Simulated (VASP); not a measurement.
# CuBiH3 (Pm-3m) in VASP: relaxation of cell and atoms with PBE

Aim: the relaxation of cell and atoms of CuBiH3 with PBE.

Everything below comes from runs of VASP 6.6.1. Logs are shortened: lines on timing, memory, paths and dates and some standing lists are left out, and cuts for length are marked.

**1. The cell of the first run**

Symmetry: Pm-3m, No. 221, cubic system. The conventional cell has a = 4.166 Å, b = 4.166 Å, c = 4.166 Å, α = 90.00°, β = 90.00°, γ = 90.00°. Within 3.9 Å of Cu (site symmetry m-3m) lie 12 H at 2.95 Å and 8 Bi at 3.61 Å. Bi (site symmetry m-3m) has 6 H at 2.08 Å within 2.8 Å. H (site symmetry 4/mmm) has 2 Bi at 2.08 Å within 2.8 Å.

**2. Relaxation of cell and atoms, PBE**

INCAR reads:

```
PREC = Accurate ; ENCUT = 600
EDIFF = 1E-6 ; ISMEAR = 0
SIGMA = 0.1 ; LREAL = False
LASPH = True ; NELM = 80
ALGO = Normal ; ISIF = 3
LWAVE = False ; LCHARG = False
GGA = PE ; IBRION = 2
NSW = 100 ; EDIFFG = -0.01
```

KPOINTS reads:

```
regular mesh
0
Gamma
  10 10 10
```

POSCAR reads:

```
CuBiH3
1.0
    4.1661211232      0.0000000000      0.0000000000
    0.0000000000      4.1661211232      0.0000000000
    0.0000000000      0.0000000000      4.1661211232
Cu Bi H
1 1 3
Direct
    0.0000000000      0.0000000000      0.0000000000
    0.5000000000      0.5000000000      0.5000000000
    0.0000000000      0.5000000000      0.5000000000
    0.5000000000      0.0000000000      0.5000000000
    0.5000000000      0.5000000000      0.0000000000
```

Potentials or basis: VASP PAW PBE potentials, release 64 (Cu, Bi_d, H).

Run with:

```bash
> cat potpaw_PBE.64/Cu/POTCAR potpaw_PBE.64/Bi_d/POTCAR potpaw_PBE.64/H/POTCAR > POTCAR
> mpirun -np 1 vasp_std > vasp.out
```

OUTCAR:

```text
PREC = Accurate
   ENCUT = 600
   EDIFF = 1E-6
   ISMEAR = 0
   LREAL = False
   LASPH = True
   NELM = 80
   ISIF = 3
   GGA = PE
   IBRION = 2
   NSW = 100
   EDIFFG = -0.01

 ion  position               nearest neighbor table
   1  0.000  0.000  0.000-
   2  0.500  0.500  0.500-   3 2.08   4 2.08   5 2.08   5 2.08   4 2.08   3 2.08
   3  0.000  0.500  0.500-   2 2.08   2 2.08
   4  0.500  0.000  0.500-   2 2.08   2 2.08
   5  0.500  0.500  0.000-   2 2.08   2 2.08

  LATTYP: Found a simple cubic cell.
 ALAT       =     4.1661211232

  Lattice vectors:

 A1 = (   4.1661211232,   0.0000000000,   0.0000000000)
 A2 = (   0.0000000000,   4.1661211232,   0.0000000000)
 A3 = (   0.0000000000,   0.0000000000,   4.1661211232)

Analysis of symmetry for initial positions (statically):
=====================================================================
 Subroutine PRICEL returns:
 Original cell was already a primitive cell.

 Routine SETGRP: Setting up the symmetry group for a
 simple cubic supercell.

 Subroutine GETGRP returns: Found 48 space group operations
 (whereof 48 operations were pure point group operations)
 out of a pool of 48 trial point group operations.

The static configuration has the point symmetry O_h .

Analysis of symmetry for dynamics (positions and initial velocities):
=====================================================================
 Subroutine PRICEL returns:
 Original cell was already a primitive cell.

 Routine SETGRP: Setting up the symmetry group for a
 simple cubic supercell.

 Subroutine GETGRP returns: Found 48 space group operations
 (whereof 48 operations were pure point group operations)
 out of a pool of 48 trial point group operations.

The dynamic configuration has the point symmetry O_h .

 Subroutine INISYM returns: Found 48 space group operations
 (whereof 48 operations are pure point group operations),
 and found     1 'primitive' translations

----------------------------------------------------------------------------------------

                                     Primitive cell

  volume of cell :      72.3096

  direct lattice vectors                    reciprocal lattice vectors
     4.166121123  0.000000000  0.000000000     0.240031427  0.000000000  0.000000000
     0.000000000  4.166121123  0.000000000     0.000000000  0.240031427  0.000000000
     0.000000000  0.000000000  4.166121123     0.000000000  0.000000000  0.240031427

  length of vectors
     4.166121123  4.166121123  4.166121123     0.240031427  0.240031427  0.240031427

  position of ions in fractional coordinates (direct lattice)
     0.000000000  0.000000000  0.000000000
     0.500000000  0.500000000  0.500000000
     0.000000000  0.500000000  0.500000000
     0.500000000  0.000000000  0.500000000
     0.500000000  0.500000000  0.000000000

  ion indices of the primitive-cell ions
   primitive index   ion index
                 1           1
                 2           2
                 3           3
                 4           4
                 5           5

----------------------------------------------------------------------------------------

 KPOINTS: regular mesh

Automatic generation of k-mesh.
 Grid dimensions read from file:
 generate k-points for:   10   10   10

 Generating k-lattice:

  Cartesian coordinates                     Fractional coordinates (reciprocal lattice)
     0.024003143  0.000000000  0.000000000     0.100000000  0.000000000  0.000000000
     0.000000000  0.024003143  0.000000000     0.000000000  0.100000000  0.000000000
     0.000000000  0.000000000  0.024003143     0.000000000  0.000000000  0.100000000

  Length of vectors
     0.024003143  0.024003143  0.024003143

  Shift w.r.t. Gamma in fractional coordinates (k-lattice)
     0.000000000  0.000000000  0.000000000

 Subroutine IBZKPT returns following result:
 ===========================================

 Found     56 irreducible k-points:

 Following reciprocal coordinates:
            Coordinates               Weight
  0.000000  0.000000  0.000000      1.000000
  0.100000  0.000000  0.000000      6.000000
  0.200000  0.000000  0.000000      6.000000
  0.300000  0.000000  0.000000      6.000000
  0.400000  0.000000  0.000000      6.000000
  0.500000  0.000000  0.000000      3.000000
[... 16 lines left out ...]
  0.200000  0.100000  0.100000     24.000000
  0.300000  0.100000  0.100000     24.000000
 [... further k-points ...]
   k-points           NKPTS =     56   k-points in BZ     NKDIM =     56   number of bands    NBANDS=     18
   number of dos      NEDOS =    301   number of ions     NIONS =      5
   total plane-waves  NPLWV =  46656
   dimension x,y,z NGX =    36 NGY =   36 NGZ =   36
   dimension x,y,z NGXF=    72 NGYF=   72 NGZF=   72
   ions per type =               1   1   3
   NGX,Y,Z   is equivalent  to a cutoff of  14.37, 14.37, 14.37 a.u.
   NGXF,Y,Z  is equivalent  to a cutoff of  28.73, 28.73, 28.73 a.u.
 SYSTEM =  unknown system
   PREC   = accura    normal or accurate (medium, high low for compatibility)
   ISTART =      0    job   : 0-new  1-cont  2-samecut
   ICHARG =      2    charge: 1-file 2-atom 10-const
   ISPIN  =      1    spin polarized calculation?
   LNONCOLLINEAR =      F non collinear calculations
   LSORBIT =      F    spin-orbit coupling
   LASPH  =      T    aspherical Exc in radial PAW
   ENCUT  =  600.0 eV  44.10 Ry    6.64 a.u.   8.32  8.32  8.32*2*pi/ulx,y,z
   NELM   =     80;   NELMIN=  2; NELMDL= -5     # of ELM steps
   EDIFF  = 0.1E-05   stopping-criterion for ELM
   LREAL  =      F    real-space projection
   EDIFFG = -.1E-01   stopping-criterion for IOM
   NSW    =    100    number of steps for IOM
   IBRION =      2    ionic relax: 0-MD 1-quasi-New 2-CG
   NFREE  =      1    steps in history (QN), initial steepest desc. (CG)
   ISIF   =      3    stress and relaxation
   ISYM   =      2    0-nonsym 1-usesym 2-fastsym
   POTIM  = 0.5000    time-step for ionic-motion
   TEBEG  =    0.0;   TEEND  =   0.0 temperature during run
   PSTRESS=    0.0 pullay stress
   NELECT =      29.0000    total number of electrons
   NUPDOWN=      -1.0000    fix difference up-down
   EMIN   =  10.00;   EMAX   =-10.00  energy-range for DOS
   EFERMI =   0.00;   METHOD = LEGACY
   ISMEAR =     0;   SIGMA  =   0.10  broadening in eV -4-tet -1-fermi 0-gaus
   EFERMI_NEDOS =   21; number of points for ismear=-14 and -15
   IALGO  =     38    algorithm
   IMIX   =      4    mixing-type and parameters
     AMIX     =   0.40;   BMIX     =  1.00
     AMIX_MAG =   1.60;   BMIX_MAG =  1.00
  volume/ion in A,a.u.               =      14.46        97.59
  Fermi-wavevector in a.u.,A,eV,Ry     =   1.207283  2.281433 19.830917  1.457531
  Thomas-Fermi vector in A             =   2.342925
   LORBIT       =      0    0 simple, 1 ext, 2 COOP (PROOUT), +10 PAW based schemes
   GGA     = PE    functional components
   LHFCALC =     F    Hartree Fock is set to
   AEXX    =    0.0000 exact exchange contribution
   IVDW    =     0    specifies the selected vdW correction
   LEPSILON=     F    determine dielectric tensor
   LRPA    =     F    only Hartree local field effects (RPA)
 conjugate gradient relaxation of ions
 non-spin polarized calculation
 Gauss-broadening in eV      SIGMA  =   0.10
  energy-cutoff  :      600.00
  volume of cell :       72.31
 maximum number of plane-waves:      2469
 NGX is ok and might be reduce to    36
   NGX = 17   NGY = 17   NGZ = 17

--------------------------------------- Ionic step        1  -------------------------------------------

 number of electron      29.0000010 magnetization

 Free energy of the ion-electron system (eV)
  ---------------------------------------------------
  ext. energy  EPLUGINS =         0.00000000
  ---------------------------------------------------
  free energy    TOTEN  =       -13.28487550 eV

  energy without entropy =      -13.27760499  energy(sigma->0) =      -13.28124024

------------------------ aborting loop because EDIFF is reached ----------------------------------------

  FORCE on cell =-STRESS in cart. coord.  units (eV):
  Direction    XX          YY          ZZ          XY          YZ          ZX
  --------------------------------------------------------------------------------------
  -------------------------------------------------------------------------------------
  Total       -0.1629840     -0.1629840     -0.1629840     -0.0000000     -0.0000000      0.0000000
  in kB       -3.6112700     -3.6112700     -3.6112700     -0.0000000     -0.0000000      0.0000000
  external PRESSURE =      -3.6112700 kB  Pullay stress =       0.0000000 kB
[... 63 lines left out ...]
  energy  without entropy=      -13.2782678769  energy(sigma->0) =      -13.28187377

--------------------------------------- Ionic step        3  -------------------------------------------

 number of electron      29.0000010 magnetization

 Free energy of the ion-electron system (eV)
  ---------------------------------------------------
  ext. energy  EPLUGINS =         0.00000000
  ---------------------------------------------------
  free energy    TOTEN  =       -13.28566213 eV

  energy without entropy =      -13.27849301  energy(sigma->0) =      -13.28207757

 E-fermi :   3.9085     XC(G=0):  -9.3108

 val. band max:        3.8452491198   @ k =   0.4000   0.3000   0.0000
 cond. band min:       3.9093794470   @ k =   0.2000   0.2000   0.0000
 fundamental gap:      0.0641303272
 Fermi energy:         3.9085210920

 k-point     1 :       0.0000    0.0000    0.0000
  band No.  band energies     occupation
      1     -19.4609      2.00000
      2     -19.4609      2.00000
      3     -19.3620      2.00000
      4     -19.3620      2.00000
      5     -19.3620      2.00000
      6      -8.9869      2.00000
[... 10 lines left out ...]
     17       3.2686      2.00000
     18       8.3992      0.00000
[... 466 lines left out ...]
      2     -19.4231      2.00000
      3     -19.3671      2.00000
      4     -19.3671      2.00000
      5     -19.3630      2.00000
      6      -8.4512      2.00000
[... 10 lines left out ...]
     17       6.0693      0.00000
     18       8.3287      0.00000

 [... further k-points ...]
[... 5 lines left out ...]
  --------------------------------------------------------------------------------------
  -------------------------------------------------------------------------------------
  Total       -0.0123233     -0.0123233     -0.0123233     -0.0000000     -0.0000000      0.0000000
  in kB       -0.2754264     -0.2754264     -0.2754264     -0.0000000     -0.0000000      0.0000000
  external PRESSURE =      -0.2754264 kB  Pullay stress =       0.0000000 kB
[... 20 lines left out ...]
  FREE ENERGIE OF THE ION-ELECTRON SYSTEM (eV)
  ---------------------------------------------------
  free  energy   TOTEN  =       -13.2856621305 eV

  energy  without entropy=      -13.2784930072  energy(sigma->0) =      -13.28207757

 reached required accuracy - stopping structural energy minimisation
```

Wall time 76 s (1 thread of Intel Xeon Platinum 8559C (Emerald Rapids), shared host); peak memory 0.27 GiB.

Results:

- Free energy: -13.2857 eV
- Relaxed volume: 14.34 Å³/atom
- Relaxed cell: a = 4.154 Å, b = 4.154 Å, c = 4.154 Å, α = 90.00°, β = 90.00°, γ = 90.00°
- Space group after relaxing (to 0.1 Å): Pm-3m (No. 221)
- Energy gained by relaxing: 0.2 meV/atom
- Ionic steps: 3
- Pressure after relaxing: 0.0 GPa
- Band gap on the k mesh: zero (an odd number of electrons rules out a gap without spin polarisation)

Step by step:
```
step  energy change (eV)  largest force (eV/Å)  pressure (GPa)  volume (Å³)
   1              0.0000                0.0000           -0.36        72.31
   2             -0.0006                0.0000           -0.20        71.97
   3             -0.0008                0.0000           -0.03        71.69
```

Final structure:
```
Cu Bi H
1.0
     4.15411    0.00000    0.00000
     0.00000    4.15411    0.00000
     0.00000    0.00000    4.15411
Cu Bi H
1 1 3
Direct
  0.00000 0.00000 0.00000
  0.50000 0.50000 0.50000
  0.00000 0.50000 0.50000
  0.50000 0.00000 0.50000
  0.50000 0.50000 0.00000
```

Levels at points of the mesh, in eV from the Fermi level:
```csv
k point,band 10,band 11,band 12,band 13,band 14,band 15,band 16,band 17,band 18
"(0.00, 0.00, 0.00)",-1.35,-1.35,-1.35,-1.03,-1.03,-0.64,-0.64,-0.64,4.49
"(0.50, 0.00, 0.00)",-1.65,-1.52,-1.35,-1.27,-0.09,0.51,0.51,0.57,5.05
"(0.50, 0.50, 0.00)",-1.63,-1.43,-1.43,-1.27,-0.74,-0.33,0.69,3.99,3.99
"(0.50, 0.50, 0.50)",-1.26,-1.26,-1.18,-1.18,-1.18,0.64,1.49,1.49,1.49
```

Caveat: spin-orbit coupling is left out, which moves the levels of the heavy elements.
